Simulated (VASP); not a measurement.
# InP (F-43m) in VASP: single point with r2SCAN

Aim: the single point of InP with r2SCAN.

All numbers are computed with VASP 6.6.1; they aren't measurements. Logs are shortened: lines on timing, memory, paths and dates and some standing lists are left out, and cuts for length are marked.

**1. The cell of the first run**

The structure is cubic, space group F-43m (No. 216). The conventional cell has a = 5.861 Å, b = 5.861 Å, c = 5.861 Å, α = 90.00°, β = 90.00°, γ = 90.00°. In (site symmetry -43m) has 4 P at 2.54 Å within 3.3 Å. Within 3.3 Å of P (site symmetry -43m) lie 4 In at 2.54 Å.

**2. Single point, r2SCAN**

File POSCAR:

```
InP
1.0
    5.8610000000      0.0000000000      0.0000000000
    0.0000000000     -5.8610000000      0.0000000000
    0.0000000000      0.0000000000     -5.8610000000
In P
4 4
Direct
    0.0000000000      0.5000000000      0.5000000000
    0.5000000000      0.0000000000      0.5000000000
    0.5000000000      0.5000000000      0.0000000000
    0.0000000000      0.0000000000      0.0000000000
    0.7500000000      0.7500000000      0.7500000000
    0.2500000000      0.2500000000      0.7500000000
    0.2500000000      0.7500000000      0.2500000000
    0.7500000000      0.2500000000      0.2500000000
```

File INCAR.step1:

```
SYSTEM = InP
ALGO     = Normal         ! electronic algorithm
EDIFF    = 1E-4           ! SCF threshold, eV
ENCUT    = 520            ! plane-wave cutoff, eV
GGA      = PE             ! functional
ISMEAR   = 0              ! smearing method
LASPH    = .True.         ! aspherical terms in the spheres
LCHARG   = .False.        ! write CHGCAR
LREAL    = .False.        ! projectors in reciprocal space
LWAVE    = .True.         ! write WAVECAR
NBANDS   = 46             ! bands
NELM     = 100            ! most SCF steps
PREC     = Accurate       ! precision mode
SIGMA    = 0.05           ! smearing width, eV
```

File INCAR.step2:

```
SYSTEM = InP
ALGO     = Normal         ! electronic algorithm
EDIFF    = 1E-6           ! SCF threshold, eV
ENCUT    = 520            ! plane-wave cutoff, eV
ISIF     = 2              ! what is computed and relaxed
ISMEAR   = 0              ! smearing method
ISTART   = 1            
LASPH    = .True.         ! aspherical terms in the spheres
LCHARG   = .True.         ! write CHGCAR
LELF     = .True.         ! ELF
LMIXTAU  = .True.       
LREAL    = .False.        ! projectors in reciprocal space
LVHAR    = .True.       
LWAVE    = .False.        ! write WAVECAR
METAGGA  = R2SCAN         ! meta-GGA
NBANDS   = 46             ! bands
NELM     = 100            ! most SCF steps
PREC     = Accurate       ! precision mode
SIGMA    = 0.05           ! smearing width, eV
```

File KPOINTS:

```
k-points
0
Gamma
  6 6 6
  0 0 0
```

Potentials or basis: VASP PAW PBE potentials, release 64 (In_d, P).

Launch:

```
$ cat potpaw_PBE.64/In_d/POTCAR potpaw_PBE.64/P/POTCAR > POTCAR
$ cp INCAR.step1 INCAR
$ mpirun -np 1 vasp_std > vasp.out
$ cp INCAR.step2 INCAR
$ mpirun -np 1 vasp_std > vasp.out
```

OUTCAR:

```text
SYSTEM = InP
   EDIFF = 1E-6
   ENCUT = 520
   ISIF = 2
   ISMEAR = 0
   ISTART = 1
   LASPH = .True.
   LREAL = .False.
   METAGGA = R2SCAN
   NELM = 100
   PREC = Accurate

 ion  position               nearest neighbor table
   1  0.000  0.500  0.500-   5 2.54   6 2.54   7 2.54   8 2.54
   2  0.500  0.000  0.500-   5 2.54   6 2.54   7 2.54   8 2.54
   3  0.500  0.500  0.000-   5 2.54   6 2.54   7 2.54   8 2.54
   4  0.000  0.000  0.000-   5 2.54   6 2.54   7 2.54   8 2.54
   5  0.750  0.750  0.750-   1 2.54   2 2.54   3 2.54   4 2.54
   6  0.250  0.250  0.750-   1 2.54   2 2.54   3 2.54   4 2.54
   7  0.250  0.750  0.250-   1 2.54   2 2.54   3 2.54   4 2.54
   8  0.750  0.250  0.250-   1 2.54   2 2.54   3 2.54   4 2.54

  LATTYP: Found a simple cubic cell.
 ALAT       =     5.8610000000

  Lattice vectors:

 A1 = (   5.8610000000,   0.0000000000,   0.0000000000)
 A2 = (   0.0000000000,  -5.8610000000,   0.0000000000)
 A3 = (   0.0000000000,   0.0000000000,  -5.8610000000)

Analysis of symmetry for initial positions (statically):
=====================================================================
 Subroutine PRICEL returns following result:

  LATTYP: Found a face centered cubic cell.
 ALAT       =     5.8610000000

  Lattice vectors:

 A1 = (   2.9305000000,   2.9305000000,   0.0000000000)
 A2 = (   2.9305000000,   0.0000000000,  -2.9305000000)
 A3 = (   0.0000000000,   2.9305000000,  -2.9305000000)

   4 primitive cells build up your supercell.

 Routine SETGRP: Setting up the symmetry group for a
 simple cubic supercell.

 Subroutine GETGRP returns: Found 24 space group operations
 (whereof 24 operations were pure point group operations)
 out of a pool of 48 trial point group operations.

The static configuration has the point symmetry T_d .

Analysis of symmetry for dynamics (positions and initial velocities):
=====================================================================
 Subroutine PRICEL returns following result:

  LATTYP: Found a face centered cubic cell.
 ALAT       =     5.8610000000

  Lattice vectors:

 A1 = (   2.9305000000,   2.9305000000,   0.0000000000)
 A2 = (   2.9305000000,   0.0000000000,  -2.9305000000)
 A3 = (   0.0000000000,   2.9305000000,  -2.9305000000)

   4 primitive cells build up your supercell.

 Routine SETGRP: Setting up the symmetry group for a
 simple cubic supercell.

 Subroutine GETGRP returns: Found 24 space group operations
 (whereof 24 operations were pure point group operations)
 out of a pool of 48 trial point group operations.

The dynamic configuration has the point symmetry T_d .

 Subroutine INISYM returns: Found 24 space group operations
 (whereof 24 operations are pure point group operations),
 and found     4 'primitive' translations

----------------------------------------------------------------------------------------

                                     Primitive cell

  volume of cell :      50.3333

  direct lattice vectors                    reciprocal lattice vectors
     2.930500000  2.930500000  0.000000000     0.170619348  0.170619348  0.170619348
     2.930500000  0.000000000 -2.930500000     0.170619348 -0.170619348 -0.170619348
     0.000000000  2.930500000 -2.930500000    -0.170619348  0.170619348 -0.170619348

  length of vectors
     4.144352845  4.144352845  4.144352845     0.295521380  0.295521380  0.295521380

  position of ions in fractional coordinates (direct lattice)
     1.000000000  0.000000000  0.000000000
     0.250000000  0.250000000  0.250000000

  ion indices of the primitive-cell ions
   primitive index   ion index
                 1           1
                 2           5

----------------------------------------------------------------------------------------

 KPOINTS: k-points

Automatic generation of k-mesh.
 Grid dimensions read from file:
 generate k-points for:    6    6    6

 Generating k-lattice:

  Cartesian coordinates                     Fractional coordinates (reciprocal lattice)
     0.028436558  0.000000000  0.000000000     0.166666667  0.000000000  0.000000000
     0.000000000 -0.028436558  0.000000000     0.000000000  0.166666667  0.000000000
     0.000000000  0.000000000 -0.028436558     0.000000000  0.000000000  0.166666667

  Length of vectors
     0.028436558  0.028436558  0.028436558

  Shift w.r.t. Gamma in fractional coordinates (k-lattice)
     0.000000000  0.000000000  0.000000000

 Subroutine IBZKPT returns following result:
 ===========================================

 Found     20 irreducible k-points:

 Following reciprocal coordinates:
            Coordinates               Weight
  0.000000  0.000000  0.000000      1.000000
  0.166667  0.000000  0.000000      6.000000
  0.333333  0.000000  0.000000      6.000000
  0.500000  0.000000  0.000000      3.000000
  0.166667  0.166667  0.000000     12.000000
  0.333333  0.166667  0.000000     24.000000
[... 12 lines left out ...]
  0.500000  0.500000  0.333333      6.000000
  0.500000  0.500000  0.500000      1.000000
   k-points           NKPTS =     20   k-points in BZ     NKDIM =     20   number of bands    NBANDS=     46
   number of dos      NEDOS =    301   number of ions     NIONS =      8
   total plane-waves  NPLWV = 110592
   dimension x,y,z NGX =    48 NGY =   48 NGZ =   48
   dimension x,y,z NGXF=    96 NGYF=   96 NGZF=   96
   ions per type =               4   4
   NGX,Y,Z   is equivalent  to a cutoff of  13.62, 13.62, 13.62 a.u.
   NGXF,Y,Z  is equivalent  to a cutoff of  27.23, 27.23, 27.23 a.u.
 SYSTEM =  InP
   PREC   = accura    normal or accurate (medium, high low for compatibility)
   ISTART =      1    job   : 0-new  1-cont  2-samecut
   ICHARG =      0    charge: 1-file 2-atom 10-const
   ISPIN  =      1    spin polarized calculation?
   LNONCOLLINEAR =      F non collinear calculations
   LSORBIT =      F    spin-orbit coupling
   LASPH  =      T    aspherical Exc in radial PAW
   ENCUT  =  520.0 eV  38.22 Ry    6.18 a.u.  10.90 10.90 10.90*2*pi/ulx,y,z
   NELM   =    100;   NELMIN=  2; NELMDL=  0     # of ELM steps
   EDIFF  = 0.1E-05   stopping-criterion for ELM
   LREAL  =      F    real-space projection
   EDIFFG = 0.1E-04   stopping-criterion for IOM
   NSW    =      0    number of steps for IOM
   IBRION =     -1    ionic relax: 0-MD 1-quasi-New 2-CG
   NFREE  =      0    steps in history (QN), initial steepest desc. (CG)
   ISIF   =      2    stress and relaxation
   ISYM   =      2    0-nonsym 1-usesym 2-fastsym
   POTIM  = 0.5000    time-step for ionic-motion
   TEBEG  =    0.0;   TEEND  =   0.0 temperature during run
   PSTRESS=    0.0 pullay stress
   NELECT =      72.0000    total number of electrons
   NUPDOWN=      -1.0000    fix difference up-down
   EMIN   =  10.00;   EMAX   =-10.00  energy-range for DOS
   EFERMI =   0.00;   METHOD = LEGACY
   ISMEAR =     0;   SIGMA  =   0.05  broadening in eV -4-tet -1-fermi 0-gaus
   EFERMI_NEDOS =   21; number of points for ismear=-14 and -15
   IALGO  =     38    algorithm
   IMIX   =      4    mixing-type and parameters
     AMIX     =   0.40;   BMIX     =  1.00
     AMIX_MAG =   1.60;   BMIX_MAG =  1.00
  volume/ion in A,a.u.               =      25.17       169.83
  Fermi-wavevector in a.u.,A,eV,Ry     =   1.162021  2.195901 18.371846  1.350293
  Thomas-Fermi vector in A             =   2.298587
   LORBIT       =      0    0 simple, 1 ext, 2 COOP (PROOUT), +10 PAW based schemes
   METAGGA = R2SCAN    functional components
   LHFCALC =     F    Hartree Fock is set to
   AEXX    =    0.0000 exact exchange contribution
   IVDW    =     0    specifies the selected vdW correction
   LEPSILON=     F    determine dielectric tensor
   LRPA    =     F    only Hartree local field effects (RPA)
 non-spin polarized calculation
 Gauss-broadening in eV      SIGMA  =   0.05
  energy-cutoff  :      520.00
  volume of cell :      201.33
 maximum number of plane-waves:      5520
 NGX is ok and might be reduce to    48
   NGX = 21   NGY = 21   NGZ = 21

 number of electron      71.9999969 magnetization

 Free energy of the ion-electron system (eV)
  ---------------------------------------------------
  ext. energy  EPLUGINS =         0.00000000
  ---------------------------------------------------
  free energy    TOTEN  =      -129.17243298 eV

  energy without entropy =     -129.17243298  energy(sigma->0) =     -129.17243298

 E-fermi :   5.2573     XC(G=0):  -9.8820

 val. band max:        5.0108056743   @ k =   0.0000   0.0000   0.0000
 cond. band min:       6.1803878044   @ k =   0.0000   0.0000   0.0000
 fundamental gap:      1.1695821300
 Fermi energy:         5.2573110440

 k-point     1 :       0.0000    0.0000    0.0000
  band No.  band energies     occupation
      1      -9.8489      2.00000
      2      -9.8489      2.00000
      3      -9.8489      2.00000
      4      -9.6423      2.00000
      5      -9.6423      2.00000
      6      -9.6423      2.00000
[... 38 lines left out ...]
     45       9.4527      0.00000
     46       9.4527      0.00000

 k-point     2 :       0.1667    0.0000    0.0000
  band No.  band energies     occupation
      1      -9.8414      2.00000
      2      -9.8414      2.00000
      3      -9.8376      2.00000
      4      -9.6599      2.00000
      5      -9.6350      2.00000
      6      -9.6350      2.00000
[... 38 lines left out ...]
     45       9.8166      0.00000
     46       9.8166      0.00000

 k-point     3 :       0.3333    0.0000    0.0000
  band No.  band energies     occupation
      1      -9.8247      2.00000
      2      -9.8247      2.00000
      3      -9.8053      2.00000
      4      -9.7040      2.00000
      5      -9.6149      2.00000
      6      -9.6149      2.00000
[... 822 lines left out ...]
     45      10.3421      0.00000
     46      10.3421      0.00000

 k-point    20 :       0.5000    0.5000    0.5000
  band No.  band energies     occupation
      1      -9.7774      2.00000
      2      -9.7774      2.00000
      3      -9.7774      2.00000
      4      -9.7774      2.00000
      5      -9.5982      2.00000
      6      -9.5982      2.00000
[... 38 lines left out ...]
     45      10.1720      0.00000
     46      10.1720      0.00000

------------------------ aborting loop because EDIFF is reached ----------------------------------------

  FORCE on cell =-STRESS in cart. coord.  units (eV):
  Direction    XX          YY          ZZ          XY          YZ          ZX
  --------------------------------------------------------------------------------------
  -------------------------------------------------------------------------------------
  Total        1.9411745      1.9411745      1.9411745     -0.0000000     -0.0000000      0.0000000
  in kB       15.4475635     15.4475635     15.4475635     -0.0000000     -0.0000000      0.0000000
  external PRESSURE =      15.4475635 kB  Pullay stress =       0.0000000 kB

 VOLUME and BASIS-vectors are now :
 -----------------------------------------------------------------------------
  energy-cutoff  :      520.00
  volume of cell :      201.33
      direct lattice vectors                 reciprocal lattice vectors
     5.861000000  0.000000000  0.000000000     0.170619348  0.000000000  0.000000000
     0.000000000 -5.861000000  0.000000000     0.000000000 -0.170619348  0.000000000
     0.000000000  0.000000000 -5.861000000     0.000000000  0.000000000 -0.170619348

 POSITION                                       TOTAL-FORCE (eV/Angst)
 -----------------------------------------------------------------------------------
      0.00000     -2.93050     -2.93050        -0.000000      0.000000      0.000000
      2.93050      0.00000     -2.93050         0.000000     -0.000000     -0.000000
      2.93050     -2.93050      0.00000         0.000000      0.000000     -0.000000
      0.00000      0.00000      0.00000         0.000000     -0.000000     -0.000000
      4.39575     -4.39575     -4.39575        -0.000000     -0.000000      0.000000
      1.46525     -1.46525     -4.39575        -0.000000      0.000000      0.000000
      1.46525     -4.39575     -1.46525        -0.000000     -0.000000      0.000000
      4.39575     -1.46525     -1.46525        -0.000000      0.000000      0.000000
 -----------------------------------------------------------------------------------
    total drift:                                0.000000     -0.000000      0.000000

  FREE ENERGIE OF THE ION-ELECTRON SYSTEM (eV)
  ---------------------------------------------------
  free  energy   TOTEN  =      -129.1724329813 eV

  energy  without entropy=     -129.1724329813  energy(sigma->0) =     -129.17243298
```

It took 14 min on 1 thread of Intel Xeon Platinum 8259CL at 2.50GHz (Skylake/Cascade Lake), shared host; peak memory 0.44 GiB.

What came out:

```
Free energy            : -129.1724 eV
Pressure               : 1.5 GPa
Band gap on the k mesh : 1.17 eV
```

Caveat: the PAW data sets were made with another functional, which shifts forces and pressure a little; spin-orbit coupling is left out, which moves the levels of the heavy elements.
